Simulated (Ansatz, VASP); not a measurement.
Given: the input of a run of VASP 6.6.1 on FeO.

File INCAR:

```
SYSTEM = FeO
  PREC = Accurate
  ENCUT = 520
  EDIFF = 1E-7
  ISMEAR = -1
  SIGMA = 0.05
  LREAL = .FALSE.
  LASPH = .TRUE.
  NELM = 150
  ALGO = Normal
  ISIF = 2
  LWAVE = .FALSE.
  LCHARG = .FALSE.
  ISPIN = 2
  MAGMOM = 4.5 0
  LORBIT = 11
  NUPDOWN = 4.5
  LMAXMIX = 4
  GGA = PS
  NBANDS = 18
```

Contents of KPOINTS:

```
Automatic mesh
0
G
  10 10 10
  0 0 0
```

Contents of POSCAR:

```
FeO
1.0
   -1.6021034130      1.6021034130      2.0833922500
    1.6021034130     -1.6021034130      2.0833922500
    1.6021034130      1.6021034130     -2.0833922500
Fe O
1 1
Direct
    0.0000000000      0.0000000000      0.0000000000
    0.5000000000      0.5000000000      0.0000000000
```

Potentials or basis: VASP PAW PBE potentials, release 64 (Fe, O).

Command:

```console
$ cat potpaw_PBE.64/Fe/POTCAR potpaw_PBE.64/O/POTCAR > POTCAR
$ mpirun -np 1 vasp_std > vasp.out
```

Set up the same calculation for Ansatz 0.2.0. Potentials there: Ansatz PAW.

As run (the cutoff follows the program's own potentials):

File input.yaml:

```yaml
crystal:
  lattice:
    - [-1.602103413, 1.602103413, 2.08339225]
    - [1.602103413, -1.602103413, 2.08339225]
    - [1.602103413, 1.602103413, -2.08339225]
  atoms:
    - { symbol: Fe, position: [0.0, 0.0, 0.0], spin: 4.5 }
    - { symbol: O, position: [0.5, 0.5, 0.0] }
hamiltonian:
  xc: pbesol
  pseudopotentials: { kind: paw }
magnetization:
  spin_polarized: true
  initial_magnetization: 4.5
  spin_locking: { lock_magnetization: hard }
kpoints:
  mp_grid: { grid: [10, 10, 10] }
scf:
  occupations: { method: fermi_dirac, width: 0.05 }
  lower_state_search: "off"
output:
  forces: true
  stress: true
  eigenvalues: true
```

Potentials or basis: Ansatz PAW.

Launch:

```bash
$ ansatz run input.yaml --threads 2 --pin off --max-ram 5632MiB --backend cpu --events-out ev --progress --plain --runs-dir out
```

Both were run:

|  | VASP | Ansatz | Ansatz less VASP |
| --- | --- | --- | --- |
| pressure (GPa) | -6.2 | -6.3 | -0.07 |
| traceless stress, the component that is largest in VASP (GPa) | 4.17 | 3.90 | -0.267 |
| net moment per atom (μB) | 2.25 | 2.25 | 0.000 |
| size of the moment on the site where the two differ most (μB) | 3.85 | 3.58 | -0.267 |

VASP's potentials were made for PBE, not for PBEsol. Site moments also hang on the region over which each program counts them. VASP's potentials hold 14 valence electrons a cell and Ansatz's 22, so a difference there can come from the potentials and not from the codes.
